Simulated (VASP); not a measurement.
Set up this calculation in VASP 6.6.1, as the native input.

```
Task                   : single point
Functional             : PBE
Potentials or basis    : VASP PAW PBE potentials, release 64 (Ni_sv_GW, Si)
Cutoff                 : 590 eV
k mesh                 : 8 × 7 × 5
Occupations            : fermi-dirac, width 0.05 eV
Spin                   : collinear spin, zero start
Starting moments       : [0.0, 0.0, 0.0, 0.0] μB
Fixed moment           : 0 μB
Dipole correction      : no
Further INCAR settings : ALGO = Normal; EDIFF = 1e-06; NBANDS = 34
```

The structure of SiNi lies in POSCAR:

```
SiNi
1.0
    2.9427706600      0.0000000000      0.0000000000
    0.0000000000      3.2803255400      0.0000000000
    0.0000000000      0.0000000000      4.6774467600
Ni Si
2 2
Direct
    0.5000000000      0.5000000000      0.3424955900
    0.0000000000      0.0000000000      0.6575044100
    0.5000000000      0.5000000000      0.8431431600
    0.0000000000      0.0000000000      0.1568568400
```

The input as run:

INCAR

```
PREC = Accurate
ENCUT = 590
EDIFF = 1E-6
ISMEAR = -1
SIGMA = 0.05
LREAL = False
LASPH = True
NELM = 200
ALGO = Normal
ISIF = 2
LWAVE = False
LCHARG = False
ISPIN = 2
MAGMOM = 0 0 0 0
LORBIT = 11
NUPDOWN = 0.0
LMAXMIX = 4
GGA = PE
NBANDS = 34
GGA_COMPAT = False
```

KPOINTS

```
regular mesh
0
Gamma
  8 7 5
```

Potentials or basis: VASP PAW PBE potentials, release 64 (Ni_sv_GW, Si).

Run with:

```sh
$ cat potpaw_PBE.64/Ni_sv_GW/POTCAR potpaw_PBE.64/Si/POTCAR > POTCAR
$ mpirun -np 1 vasp_std > vasp.out
```

Results of the run:

```
Pressure                                              : 4.0 GPa
Largest force                                         : 0.047 eV/Å
Net moment                                            : 0.00 μB per cell
Valence electrons inside the program's atomic spheres : Ni 16.51; Si 1.62
```

Caveat: the cell stands under pressure; the total moment is fixed, so each spin has its own Fermi level.

It took 5.1 min on 1 thread of Intel(R) Xeon(R) Platinum 8375C CPU @ 2.90GHz (Ice Lake) (shared host), peak memory 0.31 GiB.
